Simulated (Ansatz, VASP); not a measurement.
SnO2 in VASP and in Ansatz

File INCAR:

```
SYSTEM = SnO2
ALGO = Normal
EDIFF = 1E-6
EDIFFG = -0.01
ENCUT = 600
GGA = PE
IBRION = 2
ISIF = 3
ISMEAR = -1
LASPH = .TRUE.
LCHARG = .FALSE.
LREAL = .FALSE.
LWAVE = .FALSE.
NELM = 80
NSW = 80
PREC = Accurate
SIGMA = 0.05
```

The input KPOINTS:

```
k-points
0
G
  5 5 6
  0 0 0
```

POSCAR

```
SnO2
1.0
    4.7880040000      0.0000000000      0.0000000000
    0.0000000000      4.8665820000      0.0000000000
    0.0000000000      0.0000000000      3.2408980000
Sn O
2 4
Direct
    0.0000000000      0.0000000000      0.0000000000
    0.5000000000      0.5000000000      0.5000000000
    0.7081450000      0.6789580000      0.0000000000
    0.2081450000      0.8210420000      0.5000000000
    0.7918550000      0.1789580000      0.5000000000
    0.2918550000      0.3210420000      0.0000000000
```

The input input.yaml:

```yaml
crystal:
  lattice:
    - [4.788004, 0.0, 0.0]
    - [0.0, 4.866582, 0.0]
    - [0.0, 0.0, 3.240898]
  atoms:
    - { symbol: Sn, position: [0.0, 0.0, 0.0] }
    - { symbol: Sn, position: [0.5, 0.5, 0.5] }
    - { symbol: O, position: [0.708145, 0.678958, 0.0] }
    - { symbol: O, position: [0.208145, 0.821042, 0.5] }
    - { symbol: O, position: [0.791855, 0.178958, 0.5] }
    - { symbol: O, position: [0.291855, 0.321042, 0.0] }
kpoints:
  mp_grid: { grid: [5, 5, 6] }
scf:
  occupations: { method: fermi_dirac, width: 0.05 }
hamiltonian:
  xc: pbe
  pseudopotentials: { kind: all_electron, lapw: { basis_error: 0.002 } }
output:
  forces: true
  stress: true
relax:
  f_tol: 0.01
  max_steps: 60
  cell: {}
```

Alike in both runs: task relaxation of cell and atoms; functional PBE; k mesh 5 × 5 × 6; occupations fermi-dirac, width 0.05 eV; no spin polarisation.

```csv
,VASP,Ansatz
version,VASP 6.6.1,Ansatz 0.2.0
potentials or method,"VASP PAW PBE potentials, release 64 (Sn_d, O), cutoff 600 eV","all-electron LAPW, scalar-relativistic"
```

```csv
,VASP,Ansatz,Ansatz less VASP
relaxed volume (Å³/atom),12.61,12.58,-0.032
relaxed cell length with the largest relative difference (Å),4.835,4.828,-0.0076
```

Ansatz ran all-electron here, and VASP with PAW potentials.

Noted on Ansatz's run: the k mesh is thin for a metal, which can move the energy by tens of meV per atom.
